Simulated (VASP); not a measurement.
# Ti (P6/mmm) in VASP: vibrations by perturbation theory with LDA

Aim: the vibrations by perturbation theory of Ti with LDA.

Program: VASP 6.6.1. These are calculated values, not measurements. Logs are shortened: lines on timing, memory, paths and dates and some standing lists are left out, and cuts for length are marked.

## (1) The cell of the first run

The structure is hexagonal, space group P6/mmm (No. 191). Conventional cell: a = 4.600 Å, b = 4.600 Å, c = 2.820 Å, α = 90.00°, β = 90.00°, γ = 120.00°. Ti (site symmetry 6/mmm) has 14 Ti at 2.82 to 3.01 Å within 3.7 Å. Within 3.5 Å of Ti (site symmetry -6m2) lie 11 Ti at 2.66 to 3.01 Å.

This isn't the form of Ti at room conditions, which is hcp.

## (2) Vibrations by perturbation theory, LDA

Contents of INCAR:

```
SYSTEM = Ti
PREC = Accurate ; ENCUT = 520
EDIFF = 1E-8 ; ISMEAR = -1
SIGMA = 0.1 ; LREAL = .FALSE.
LASPH = .TRUE. ; NELM = 80
ALGO = Normal ; ISIF = 2
LWAVE = .FALSE. ; LCHARG = .TRUE.
GGA = CA ; IBRION = 8
NSW = 1
```

Contents of KPOINTS:

```
Automatic mesh
0
G
  8 8 12
  0 0 0
```

Contents of POSCAR:

```
Ti
1.0
    4.6000000000      0.0000000000      0.0000000000
   -2.3000000000      3.9837170000      0.0000000000
    0.0000000000      0.0000000000      2.8200000000
Ti
3
Direct
    0.0000000000      0.0000000000      0.0000000000
    0.3333333333      0.6666666667      0.5000000000
    0.6666666667      0.3333333333      0.5000000000
```

Potentials or basis: VASP PAW LDA potentials, release 64 (Ti_sv).

Launch:

```sh
cat potpaw_LDA.64/Ti_sv/POTCAR > POTCAR
mpirun -np 1 vasp_std > vasp.out
```

OUTCAR:

```text
SYSTEM = Ti
   PREC = Accurate
   ENCUT = 520
   EDIFF = 1E-8
   ISMEAR = -1
   LREAL = .FALSE.
   LASPH = .TRUE.
   NELM = 80
   ISIF = 2
   GGA = CA
   IBRION = 8
   NSW = 1

 ion  position               nearest neighbor table
   1  0.000  0.000  0.000-
   2  0.333  0.667  0.500-   3 2.66   3 2.66   3 2.66
   3  0.667  0.333  0.500-   2 2.66   2 2.66   2 2.66

  LATTYP: Found a hexagonal cell.
 ALAT       =     4.6000000000
 C/A-ratio  =     0.6130434783

  Lattice vectors:

 A1 = (   4.6000000000,   0.0000000000,   0.0000000000)
 A2 = (  -2.3000000000,   3.9837170000,   0.0000000000)
 A3 = (   0.0000000000,   0.0000000000,   2.8200000000)

Analysis of symmetry for initial positions (statically):
=====================================================================
 Subroutine PRICEL returns:
 Original cell was already a primitive cell.

 Routine SETGRP: Setting up the symmetry group for a
 hexagonal supercell.

 Subroutine GETGRP returns: Found 24 space group operations
 (whereof 24 operations were pure point group operations)
 out of a pool of 24 trial point group operations.

The static configuration has the point symmetry D_6h.

Analysis of symmetry for dynamics (positions and initial velocities):
=====================================================================
 Subroutine PRICEL returns:
 Original cell was already a primitive cell.

 Routine SETGRP: Setting up the symmetry group for a
 hexagonal supercell.

 Subroutine GETGRP returns: Found 24 space group operations
 (whereof 24 operations were pure point group operations)
 out of a pool of 24 trial point group operations.

The dynamic configuration has the point symmetry D_6h.

 Subroutine INISYM returns: Found 24 space group operations
 (whereof 24 operations are pure point group operations),
 and found     1 'primitive' translations

----------------------------------------------------------------------------------------

                                     Primitive cell

  volume of cell :      51.6768

  direct lattice vectors                    reciprocal lattice vectors
     4.600000000  0.000000000  0.000000000     0.217391304  0.125510924  0.000000000
    -2.300000000  3.983717000  0.000000000     0.000000000  0.251021847  0.000000000
     0.000000000  0.000000000  2.820000000     0.000000000  0.000000000  0.354609929

  length of vectors
     4.600000000  4.600000123  2.820000000     0.251021854  0.251021847  0.354609929

  position of ions in fractional coordinates (direct lattice)
     0.000000000  0.000000000  0.000000000
     0.333333333  0.666666667  0.500000000
     0.666666667  0.333333333  0.500000000

  ion indices of the primitive-cell ions
   primitive index   ion index
                 1           1
                 2           2
                 3           3

----------------------------------------------------------------------------------------

 KPOINTS: Automatic mesh

Automatic generation of k-mesh.
 Grid dimensions read from file:
 generate k-points for:    8    8   12

 Generating k-lattice:

  Cartesian coordinates                     Fractional coordinates (reciprocal lattice)
     0.027173913  0.015688865  0.000000000     0.125000000  0.000000000  0.000000000
     0.000000000  0.031377731  0.000000000     0.000000000  0.125000000  0.000000000
[... 92 lines left out ...]
 maximum number of plane-waves:      1416
 NGX is ok and might be reduce to    36
   NGX = 17   NGY = 17   NGZ = 11

--------------------------------------- Ionic step        1  -------------------------------------------

 number of electron      35.9999981 magnetization

 Free energy of the ion-electron system (eV)
  ---------------------------------------------------
  ext. energy  EPLUGINS =         0.00000000
  ---------------------------------------------------
  free energy    TOTEN  =       -25.64087512 eV

  energy without entropy =      -25.52917670  energy(sigma->0) =      -25.58502591

 E-fermi :   8.0308     XC(G=0): -11.8229

 val. band max:        8.0207021374   @ k =   0.3750   0.0000   0.0000
 cond. band min:       8.0516160796   @ k =   0.3750   0.2500   0.2500
 fundamental gap:      0.0309139422
 Fermi energy:         8.0308449715

 k-point     1 :       0.0000    0.0000    0.0000
  band No.  band energies     occupation
      1     -48.1071      2.00000
      2     -47.8702      2.00000
      3     -47.7093      2.00000
      4     -24.8071      2.00000
      5     -24.8071      2.00000
      6     -24.7156      2.00000
[... 589 lines left out ...]
     21       8.7604      0.00136
     22       9.1179      0.00004

 [... further k-points ...]

------------------------ aborting loop because EDIFF is reached ----------------------------------------

  FORCE on cell =-STRESS in cart. coord.  units (eV):
  Direction    XX          YY          ZZ          XY          YZ          ZX
  --------------------------------------------------------------------------------------
  -------------------------------------------------------------------------------------
  Total       -3.1258295     -3.1258297     -2.5176656      0.0000000      0.0000000      0.0000000
  in kB      -96.9126459    -96.9126528    -78.0572436      0.0000000      0.0000000      0.0000000
  external PRESSURE =     -90.6275141 kB  Pullay stress =       0.0000000 kB

 VOLUME and BASIS-vectors are now :
 -----------------------------------------------------------------------------
  energy-cutoff  :      520.00
  volume of cell :       51.68
      direct lattice vectors                 reciprocal lattice vectors
     4.600000000  0.000000000  0.000000000     0.217391304  0.125510924  0.000000000
    -2.300000000  3.983717000  0.000000000     0.000000000  0.251021847  0.000000000
     0.000000000  0.000000000  2.820000000     0.000000000  0.000000000  0.354609929

 POSITION                                       TOTAL-FORCE (eV/Angst)
 -----------------------------------------------------------------------------------
      0.00000      0.00000      0.00000         0.000000      0.000000     -0.000000
     -0.00000      2.65581      1.41000        -0.000000     -0.000000      0.000000
      2.30000      1.32791      1.41000         0.000000      0.000000     -0.000000
 -----------------------------------------------------------------------------------
    total drift:                                0.000000      0.000000     -0.000000

  FREE ENERGIE OF THE ION-ELECTRON SYSTEM (eV)
  ---------------------------------------------------
  free  energy   TOTEN  =       -25.6408751217 eV

  energy  without entropy=      -25.5291766990  energy(sigma->0) =      -25.58502591

[... ionic steps 2 to 3 ...]

--------------------------------------- Ionic step        4  -------------------------------------------

------------------------ aborting loop because EDIFF is reached ----------------------------------------
[... 11 lines left out ...]
[... ionic steps 8 to 8 ...]

--------------------------------------- Ionic step        9  -------------------------------------------

 Free energy of the ion-electron system (eV)
  ---------------------------------------------------
  ---------------------------------------------------
  free energy    TOTEN  =        -0.57238906 eV

  energy without entropy =       -0.57238904

------------------------ aborting loop because EDIFF is reached ----------------------------------------

 INTERNAL STRAIN TENSOR  FOR ION    2  DIRECTION 3   (eV/Angst):
 -----------------------------------------------------------------------------
     0.02574  0.00000  0.00000
     0.00000  0.02574 -0.00000
     0.00000 -0.00000  0.03536

 INTERNAL STRAIN TENSOR FOR ION    3 for displacements in x,y,z  (eV/Angst):
          X           Y           Z          XY          YZ          ZX
  --------------------------------------------------------------------------------
  x     0.00000    -0.00000     0.00000    -0.28483     0.00000     0.00000
  y    -0.28483     0.28483     0.00000     0.00000     0.00000     0.00000
  z     0.00000     0.00000     0.00000    -0.00000    -0.00000     0.00000

 SECOND DERIVATIVES (NOT SYMMETRIZED)
 ------------------------------------
               1X          1Y          1Z          2X          2Y          2Z          3X          3Y          3Z
  1X    -1.828457    0.000000    0.000000    0.914229    0.000000    0.000000    0.914229    0.000000    0.000000
  1Y     0.000000   -1.828457    0.000000    0.000000    0.914229    0.000000    0.000000    0.914229    0.000000
  1Z     0.000000    0.000000   -4.898555    0.000000   -0.000000    2.449278   -0.000000   -0.000000    2.449278
  2X     0.918036    0.000000    0.000000   -2.805150    0.000000    0.000000    1.887114   -0.000000    0.000000
  2Y    -0.000000    0.918036    0.000000    0.000000   -2.805150    0.000000    0.000000    1.887114    0.000000
  2Z    -0.000000    0.000000    2.458726    0.000000    0.000000   -2.732183   -0.000000   -0.000000    0.273457
  3X     0.918036    0.000000    0.000000    1.887114   -0.000000    0.000000   -2.805150    0.000000    0.000000
  3Y    -0.000000    0.918036    0.000000    0.000000    1.887114    0.000000    0.000000   -2.805150    0.000000
  3Z    -0.000000    0.000000    2.458726   -0.000000   -0.000000    0.273457    0.000000    0.000000   -2.732183

 Eigenvectors and eigenvalues of the dynamical matrix
 ----------------------------------------------------

   1 f  =    6.128194 THz    38.504579 2PiTHz  204.414551 cm-1    25.344163 meV
             X         Y         Z           dx          dy          dz
      0.000000  0.000000  0.000000     0.000000   -0.000000   -0.815972
     -0.000000  2.655811  1.410000     0.000000   -0.000000    0.408772
      2.300000  1.327906  1.410000    -0.000000    0.000000    0.408772
[... 43 lines left out ...]
   9 f/i=    0.005565 THz     0.034966 2PiTHz    0.185630 cm-1     0.023015 meV
             X         Y         Z           dx          dy          dz
      0.000000  0.000000  0.000000    -0.000000   -0.000000   -0.578091
     -0.000000  2.655811  1.410000    -0.000000   -0.000000   -0.576979
      2.300000  1.327906  1.410000    -0.000000   -0.000000   -0.576979

--------------------------------------------------------------------------------------------------------

 ELASTIC MODULI CONTR FROM IONIC RELAXATION (kBar)
 Direction    XX          YY          ZZ          XY          YZ          ZX
 --------------------------------------------------------------------------------
 XX          -1.0721      1.0721      0.0000     -0.0000     -0.0000      0.0000
 YY           1.0721     -1.0721      0.0000      0.0000      0.0000      0.0000
 ZZ           0.0000      0.0000      0.0000      0.0000      0.0000      0.0000
 XY          -0.0000      0.0000      0.0000     -1.0721      0.0000      0.0000
 YZ          -0.0000      0.0000      0.0000      0.0000     -0.0000      0.0000
 ZX           0.0000      0.0000      0.0000      0.0000      0.0000      0.0000
 --------------------------------------------------------------------------------
```

It took 25 min on 1 thread of Intel Xeon 6975P-C (Granite Rapids), shared host; peak memory 0.57 GiB.

What came out:

```yaml
Highest_phonon_frequency_at_Γ: 204 cm⁻¹
```

Phonon frequencies in cm⁻¹ (negative: imaginary):
```csv
q point,frequencies
"(0.000, 0.000, 0.000)",0 0 0 125 125 131 163 163 204
```

Caveat: the cell stands under pressure or tension, which shifts response properties.
